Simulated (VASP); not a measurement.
# Rh (Fm-3m) in VASP: further runs

Runs on Rh. Level: r2SCAN. Tasks: single point.

All numbers are computed with VASP 6.6.1; they aren't measurements. Logs are shortened: lines on timing, memory, paths and dates and some standing lists are left out, and cuts for length are marked.

### Step 1. The cell of the first run

The structure is cubic, space group Fm-3m (No. 225). Conventional cell: a = 3.801 Å, b = 3.801 Å, c = 3.801 Å, α = 90.00°, β = 90.00°, γ = 90.00°. Rh (site symmetry m-3m) has 12 Rh at 2.69 Å within 3.5 Å.

### Step 2. Single point, r2SCAN

Contents of POSCAR:

```
Rh
1.0
    0.0000000000      1.9003570901      1.9003570901
    1.9003570901      0.0000000000      1.9003570901
    1.9003570901      1.9003570901      0.0000000000
Rh
1
Direct
    0.0000000000      0.0000000000      0.0000000000
```

Contents of INCAR.step1:

```
SYSTEM = Rh
ALGO = Normal
EDIFF = 1E-4
ENCUT = 520
GGA = PE
ISMEAR = -1
LASPH = .TRUE.
LCHARG = .FALSE.
LREAL = .FALSE.
LWAVE = .TRUE.
NBANDS = 14
NELM = 80
PREC = Accurate
SIGMA = 0.08
```

Contents of INCAR.step2:

```
SYSTEM = Rh
ALGO = Normal
EDIFF = 1E-6
ENCUT = 520
ISIF = 2
ISMEAR = -1
ISTART = 1
LASPH = .TRUE.
LCHARG = .FALSE.
LMIXTAU = .TRUE.
LREAL = .FALSE.
LWAVE = .FALSE.
METAGGA = R2SCAN
NBANDS = 14
NELM = 80
PREC = Accurate
SIGMA = 0.08
```

Contents of KPOINTS:

```
k-points
0
G
  20 20 20
  0 0 0
```

Potentials or basis: VASP PAW PBE potentials, release 64 (Rh_pv).

Command:

```sh
cat potpaw_PBE.64/Rh_pv/POTCAR > POTCAR
cp INCAR.step1 INCAR
mpirun -np 1 vasp_std > vasp.out
cp INCAR.step2 INCAR
mpirun -np 1 vasp_std > vasp.out
```

OUTCAR:

```text
SYSTEM = Rh
   EDIFF = 1E-6
   ENCUT = 520
   ISIF = 2
   ISMEAR = -1
   ISTART = 1
   LASPH = .TRUE.
   LREAL = .FALSE.
   METAGGA = R2SCAN
   NELM = 80
   PREC = Accurate

 ion  position               nearest neighbor table
   1  0.000  0.000  0.000-

  LATTYP: Found a face centered cubic cell.
 ALAT       =     3.8007141802

  Lattice vectors:

 A1 = (   0.0000000000,   1.9003570901,   1.9003570901)
 A2 = (   1.9003570901,   0.0000000000,   1.9003570901)
 A3 = (   1.9003570901,   1.9003570901,   0.0000000000)

Analysis of symmetry for initial positions (statically):
=====================================================================
 Subroutine PRICEL returns:
 Original cell was already a primitive cell.

 Routine SETGRP: Setting up the symmetry group for a
 face centered cubic supercell.

 Subroutine GETGRP returns: Found 48 space group operations
 (whereof 48 operations were pure point group operations)
 out of a pool of 48 trial point group operations.

The static configuration has the point symmetry O_h .

Analysis of symmetry for dynamics (positions and initial velocities):
=====================================================================
 Subroutine PRICEL returns:
 Original cell was already a primitive cell.

 Routine SETGRP: Setting up the symmetry group for a
 face centered cubic supercell.

 Subroutine GETGRP returns: Found 48 space group operations
 (whereof 48 operations were pure point group operations)
 out of a pool of 48 trial point group operations.

The dynamic configuration has the point symmetry O_h .

 Subroutine INISYM returns: Found 48 space group operations
 (whereof 48 operations are pure point group operations),
 and found     1 'primitive' translations

----------------------------------------------------------------------------------------

                                     Primitive cell

  volume of cell :      13.7257

  direct lattice vectors                    reciprocal lattice vectors
     0.000000000  1.900357090  1.900357090    -0.263108446  0.263108446  0.263108446
     1.900357090  0.000000000  1.900357090     0.263108446 -0.263108446  0.263108446
     1.900357090  1.900357090  0.000000000     0.263108446  0.263108446 -0.263108446

  length of vectors
     2.687510770  2.687510770  2.687510770     0.455717196  0.455717196  0.455717196

  position of ions in fractional coordinates (direct lattice)
     0.000000000  0.000000000  0.000000000

  ion indices of the primitive-cell ions
   primitive index   ion index
                 1           1

----------------------------------------------------------------------------------------

 KPOINTS: k-points

Automatic generation of k-mesh.
 Grid dimensions read from file:
 generate k-points for:   20   20   20

 Generating k-lattice:

  Cartesian coordinates                     Fractional coordinates (reciprocal lattice)
    -0.013155422  0.013155422  0.013155422     0.050000000  0.000000000  0.000000000
     0.013155422 -0.013155422  0.013155422     0.000000000  0.050000000  0.000000000
     0.013155422  0.013155422 -0.013155422     0.000000000  0.000000000  0.050000000

  Length of vectors
     0.022785860  0.022785860  0.022785860

  Shift w.r.t. Gamma in fractional coordinates (k-lattice)
     0.000000000  0.000000000  0.000000000

 Subroutine IBZKPT returns following result:
 ===========================================

 Found    256 irreducible k-points:

 Following reciprocal coordinates:
            Coordinates               Weight
  0.000000  0.000000  0.000000      1.000000
  0.050000  0.000000  0.000000      8.000000
  0.100000  0.000000  0.000000      8.000000
  0.150000  0.000000  0.000000      8.000000
  0.200000  0.000000  0.000000      8.000000
  0.250000  0.000000  0.000000      8.000000
[... 16 lines left out ...]
 -0.400000  0.050000  0.000000     24.000000
 -0.350000  0.050000  0.000000     24.000000
 [... further k-points ...]
   k-points           NKPTS =    256   k-points in BZ     NKDIM =    256   number of bands    NBANDS=     14
   number of dos      NEDOS =    301   number of ions     NIONS =      1
   total plane-waves  NPLWV =   8000
   dimension x,y,z NGX =    20 NGY =   20 NGZ =   20
   dimension x,y,z NGXF=    40 NGYF=   40 NGZF=   40
   ions per type =               1
   NGX,Y,Z   is equivalent  to a cutoff of  12.37, 12.37, 12.37 a.u.
   NGXF,Y,Z  is equivalent  to a cutoff of  24.74, 24.74, 24.74 a.u.
 SYSTEM =  Rh
   PREC   = accura    normal or accurate (medium, high low for compatibility)
   ISTART =      1    job   : 0-new  1-cont  2-samecut
   ICHARG =      0    charge: 1-file 2-atom 10-const
   ISPIN  =      1    spin polarized calculation?
   LNONCOLLINEAR =      F non collinear calculations
   LSORBIT =      F    spin-orbit coupling
   LASPH  =      T    aspherical Exc in radial PAW
   ENCUT  =  520.0 eV  38.22 Ry    6.18 a.u.   5.00  5.00  5.00*2*pi/ulx,y,z
   NELM   =     80;   NELMIN=  2; NELMDL=  0     # of ELM steps
   EDIFF  = 0.1E-05   stopping-criterion for ELM
   LREAL  =      F    real-space projection
   EDIFFG = 0.1E-04   stopping-criterion for IOM
   NSW    =      0    number of steps for IOM
   IBRION =     -1    ionic relax: 0-MD 1-quasi-New 2-CG
   NFREE  =      0    steps in history (QN), initial steepest desc. (CG)
   ISIF   =      2    stress and relaxation
   ISYM   =      2    0-nonsym 1-usesym 2-fastsym
   POTIM  = 0.5000    time-step for ionic-motion
   TEBEG  =    0.0;   TEEND  =   0.0 temperature during run
   PSTRESS=    0.0 pullay stress
   NELECT =      15.0000    total number of electrons
   NUPDOWN=      -1.0000    fix difference up-down
   EMIN   =  10.00;   EMAX   =-10.00  energy-range for DOS
   EFERMI =   0.00;   METHOD = LEGACY
   ISMEAR =    -1;   SIGMA  =   0.08  broadening in eV -4-tet -1-fermi 0-gaus
   EFERMI_NEDOS =   21; number of points for ismear=-14 and -15
   IALGO  =     38    algorithm
   IMIX   =      4    mixing-type and parameters
     AMIX     =   0.40;   BMIX     =  1.00
     AMIX_MAG =   1.60;   BMIX_MAG =  1.00
  volume/ion in A,a.u.               =      13.73        92.63
  Fermi-wavevector in a.u.,A,eV,Ry     =   1.686268  3.186585 38.688182  2.843501
  Thomas-Fermi vector in A             =   2.768964
   LORBIT       =      0    0 simple, 1 ext, 2 COOP (PROOUT), +10 PAW based schemes
   METAGGA = R2SCAN    functional components
   LHFCALC =     F    Hartree Fock is set to
   AEXX    =    0.0000 exact exchange contribution
   IVDW    =     0    specifies the selected vdW correction
   LEPSILON=     F    determine dielectric tensor
   LRPA    =     F    only Hartree local field effects (RPA)
 non-spin polarized calculation
  energy-cutoff  :      520.00
  volume of cell :       13.73
 maximum number of plane-waves:       380
   NGX =  9   NGY =  9   NGZ =  9

 number of electron      15.0000007 magnetization

 Free energy of the ion-electron system (eV)
  ---------------------------------------------------
  ext. energy  EPLUGINS =         0.00000000
  ---------------------------------------------------
  free energy    TOTEN  =       -24.15089938 eV

  energy without entropy =      -24.12556714  energy(sigma->0) =      -24.13823326

 E-fermi :  11.7621     XC(G=0): -15.2168

 val. band max:       11.7566271861   @ k =  -0.4000   0.5000   0.1000
 cond. band min:      11.7643817935   @ k =   0.5000   0.4000   0.1000
 fundamental gap:      0.0077546073
 Fermi energy:        11.7620674667

 k-point     1 :       0.0000    0.0000    0.0000
  band No.  band energies     occupation
      1     -36.0218      2.00000
      2     -36.0218      2.00000
      3     -36.0218      2.00000
      4       3.5721      2.00000
      5       8.5869      2.00000
      6       8.5869      2.00000
      7       8.5869      2.00000
      8      10.6933      2.00000
      9      10.6933      2.00000
     10      28.4788      0.00000
     11      29.1576      0.00000
     12      34.2407      0.00000
     13      34.2408      0.00000
     14      34.2408      0.00000

 k-point     2 :       0.0500    0.0000    0.0000
  band No.  band energies     occupation
      1     -36.0419      2.00000
      2     -36.0245      2.00000
      3     -36.0245      2.00000
      4       3.6782      2.00000
      5       8.5393      2.00000
      6       8.6284      2.00000
      7       8.6284      2.00000
      8      10.6700      2.00000
      9      10.6700      2.00000
     10      28.6315      0.00000
     11      29.1576      0.00000
     12      33.6447      0.00000
     13      34.3933      0.00000
     14      34.3933      0.00000

 k-point     3 :       0.1000    0.0000    0.0000
  band No.  band energies     occupation
      1     -36.1000      2.00000
      2     -36.0323      2.00000
      3     -36.0323      2.00000
      4       3.9851      2.00000
      5       8.4160      2.00000
      6       8.7401      2.00000
      7       8.7401      2.00000
      8      10.6162      2.00000
      9      10.6162      2.00000
     10      29.0490      0.00000
     11      29.1571      0.00000
     12      32.3416      0.00000
     13      34.8388      0.00000
     14      34.8388      0.00000
[... 324 lines left out ...]
 k-point    23 :      -0.4000    0.0500    0.0000
  band No.  band energies     occupation
      1     -36.7565      2.00000
      2     -36.1428      2.00000
      3     -36.1216      2.00000
      4       5.5644      2.00000
      5       8.5000      2.00000
      6       8.6011      2.00000
      7      11.0160      1.99982
      8      11.9595      0.15622
      9      12.9418      0.00000
     10      22.1776      0.00000
     11      28.4797      0.00000
     12      29.1572      0.00000
     13      33.9166      0.00000
     14      35.0175      0.00000

 k-point    24 :      -0.3500    0.0500    0.0000
  band No.  band energies     occupation
      1     -36.6823      2.00000
      2     -36.1345      2.00000
      3     -36.1082      2.00000
      4       5.6493      2.00000
      5       8.6211      2.00000
      6       8.7063      2.00000
      7      10.1907      2.00000
      8      11.5625      1.84760
      9      12.3653      0.00106
     10      23.7388      0.00000
     11      28.9508      0.00000
     12      29.1574      0.00000
     13      34.5259      0.00000
     14      36.1976      0.00000

 [... further k-points ...]

------------------------ aborting loop because EDIFF is reached ----------------------------------------

  FORCE on cell =-STRESS in cart. coord.  units (eV):
  Direction    XX          YY          ZZ          XY          YZ          ZX
  --------------------------------------------------------------------------------------
  -------------------------------------------------------------------------------------
  Total        0.1029200      0.1029200      0.1029200     -0.0000000     -0.0000000     -0.0000000
  in kB       12.0136390     12.0136390     12.0136390     -0.0000000     -0.0000000     -0.0000000
  external PRESSURE =      12.0136390 kB  Pullay stress =       0.0000000 kB

 VOLUME and BASIS-vectors are now :
 -----------------------------------------------------------------------------
  energy-cutoff  :      520.00
  volume of cell :       13.73
      direct lattice vectors                 reciprocal lattice vectors
     0.000000000  1.900357090  1.900357090    -0.263108446  0.263108446  0.263108446
     1.900357090  0.000000000  1.900357090     0.263108446 -0.263108446  0.263108446
     1.900357090  1.900357090  0.000000000     0.263108446  0.263108446 -0.263108446

 POSITION                                       TOTAL-FORCE (eV/Angst)
 -----------------------------------------------------------------------------------
      0.00000      0.00000      0.00000         0.000000      0.000000      0.000000
 -----------------------------------------------------------------------------------
    total drift:                               -0.000000     -0.000000      0.000000

  FREE ENERGIE OF THE ION-ELECTRON SYSTEM (eV)
  ---------------------------------------------------
  free  energy   TOTEN  =       -24.1508993802 eV

  energy  without entropy=      -24.1255671405  energy(sigma->0) =      -24.13823326
```

It took 92 s on 1 thread of Intel Xeon Platinum 8488C (Sapphire Rapids), shared host; peak memory 0.16 GiB.

What came out:

```
Free energy : -24.1509 eV
Pressure    : 1.2 GPa
```

Caveat: the PAW data sets were made with another functional, which shifts forces and pressure a little.

(Continued in part 2 of 2.)
